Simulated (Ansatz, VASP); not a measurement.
# CuP: VASP beside Ansatz

```
Cu P
1.0
     2.70039    0.00000    0.00000
     0.00000    2.70039    0.00000
     0.00000    0.00000    3.66863
Cu P
1 1
Direct
  0.50000 0.50000 0.50000
  0.00000 0.00000 0.00000
```

Alike in both runs: functional PBE; k mesh 6 × 6 × 6; occupations gaussian, width 0.1 eV; no spin polarisation.

Ansatz relaxed the structure, and its values are those at the end. VASP's run is a single point on that final structure, the one shown.

|  | VASP | Ansatz |
| --- | --- | --- |
| version | VASP 6.6.1 | Ansatz 0.2.0 |
| potentials or method | VASP PAW PBE potentials, release 64 (Cu_sv_GW, P), cutoff 820 eV | scalar-relativistic, plane waves, PAW |
| valence electrons in the cell | 24 | 24 |

Ansatz gave:

| Quantity | Value |
| --- | --- |
| gap on the k mesh at the Fermi level (eV) | none |
| pressure (GPa) | -0.1 |

Q: Estimate VASP's values.

A: gap on the k mesh at the Fermi level (eV): none; pressure (GPa): -1.3.

A gap of «none» marks a metal or a gap that the smearing closes.

The k mesh is coarse, so the values compare programs but aren't converged.
